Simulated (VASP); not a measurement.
PbO2:

```
Pb O
1.0
     5.03631    0.00000    0.00000
     0.00000    5.03631    0.00000
     0.00000    0.00000    3.32397
Pb O
2 4
Cartesian
  0.0000 0.0000 0.0000
  2.5182 2.5182 1.6620
  1.5361 1.5361 0.0000
  0.9821 4.0542 1.6620
  4.0542 0.9821 1.6620
  3.5002 3.5002 0.0000
```

| Item | Value |
| --- | --- |
| Program | VASP 6.6.1 |
| Task | relaxation of cell and atoms |
| Functional | PBE |
| Potentials or basis | VASP PAW PBE potentials, release 64 (Pb_d, O) |
| Cutoff | 600 eV |
| k mesh | 6 × 6 × 8 |
| Occupations | fermi-dirac, width 0.02 eV |
| Spin | no spin polarisation |

At the start: pressure 7.9 GPa; volume 14.05 Å³/atom.

Task: Where does the relaxation end?

Result: Over 13 steps the energy falls by 23.1 meV/atom and the volume is 14.83 Å³/atom (+5.5 %); space group P4_2/mnm (No. 136, to 0.1 Å) before and after.

Step by step:
```tsv
step	energy change (eV)	largest force (eV/Å)	pressure (GPa)	volume (Å³)
1	0.0000	0.1275	7.90	84.31
2	-0.0666	0.2686	-4.85	93.04
3	-0.1271	0.2284	-0.30	89.27
4	-0.1359	0.0956	-0.18	89.19
5	-0.1381	0.0191	-0.07	89.12
6	-0.1381	0.0135	-0.08	89.13
7	-0.1384	0.0066	0.00	89.03
8	-0.1384	0.0021	0.10	88.91
9	-0.1384	0.0080	-0.08	89.02
10	-0.1385	0.0051	-0.01	88.96
11	-0.1385	0.0054	0.01	88.96
12	-0.1385	0.0058	0.01	88.96
13	-0.1385	0.0047	0.02	88.96
```

Final structure:
```cif
data_structure
_symmetry_space_group_name_H-M 'P 1'
_symmetry_Int_Tables_number 1
_cell_length_a 5.0815
_cell_length_b 5.0815
_cell_length_c 3.4452
_cell_angle_alpha 90.000
_cell_angle_beta 90.000
_cell_angle_gamma 90.000
_cell_volume 88.96
loop_
_atom_site_label
_atom_site_type_symbol
_atom_site_fract_x
_atom_site_fract_y
_atom_site_fract_z
_atom_site_occupancy
Pb1 Pb 0.00000 0.00000 0.00000 1
Pb2 Pb 0.50000 0.50000 0.50000 1
O1 O 0.30785 0.30785 0.00000 1
O2 O 0.19215 0.80785 0.50000 1
O3 O 0.80785 0.19215 0.50000 1
O4 O 0.69215 0.69215 0.00000 1
```

Caveat: the structure was generated, so it needn't be the stable form of PbO2.
